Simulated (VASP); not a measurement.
# GaSb3: single point with PBEsol+D3(BJ)

The system is GaSb3.

```
Ga Sb
1.0
     0.00000    3.44234    3.58577
     3.44234    0.00000    3.58577
     3.44234    3.44234    0.00000
Ga Sb
1 3
Cartesian
  0.0000 0.0000 0.0000
  1.6818 1.7212 1.7929
  5.2029 5.1635 5.3787
  3.4423 3.4423 3.5858
```

```yaml
Program: VASP 6.6.1
Task: single point
Functional: PBEsol
Dispersion: D3(BJ)
Potentials_or_basis: VASP PAW PBE potentials, release 64 (Ga_d, Sb)
Cutoff: 520 eV
k_mesh: 10 × 10 × 10
Occupations: gaussian, width 0.15 eV
Spin: no spin polarisation
```

The pressure is 7.7 GPa, the largest force is 0.258 eV/Å and the band gap on the k mesh is zero (band 14 reaches 11.95 eV, above the bottom of band 15 at 7.60 eV). The dispersion energy per atom is -0.537 eV.

Forces in eV/Å, atoms in the order of the input:
```
Ga   0.000  0.000  0.000
Sb   0.258  0.000  0.000
Sb  -0.258  0.000  0.000
Sb   0.000  0.000  0.000
```

Stress tensor (GPa, compression positive):
```
 8.75  0.00  0.00
 0.00  8.68 -0.45
 0.00 -0.45  5.73
```

Levels at points of the mesh, in eV from the Fermi level:
| k point | band 12 | band 13 | band 14 | band 15 | band 16 | band 17 |
| --- | --- | --- | --- | --- | --- | --- |
| (0.00, 0.00, 0.00) | -2.96 | -2.90 | -2.82 | -2.23 | -1.38 | -0.80 |
| (0.50, 0.00, 0.00) | -3.42 | -3.23 | 0.24 | 0.47 | 2.23 | 2.73 |
| (0.00, 0.00, 0.50) | -3.43 | -3.08 | 0.11 | 0.57 | 2.15 | 2.56 |
| (0.50, 0.50, 0.00) | 1.54 | 1.56 | 1.69 | 2.23 | 2.29 | 2.36 |
| (0.50, 0.00, 0.50) | 0.96 | 1.37 | 1.70 | 1.80 | 1.81 | 2.58 |
| (0.00, 0.50, 0.50) | 0.96 | 1.37 | 1.68 | 1.79 | 1.81 | 2.65 |

It took 15 min on 1 thread of AMD EPYC 7R13, on a shared host, peak memory 0.57 GiB.

Caveat: the PAW data sets were made with another functional, which shifts forces and pressure a little; spin-orbit coupling is left out, which moves the levels of the heavy elements; pairwise dispersion overbinds metals, which lowers pressure and volume.
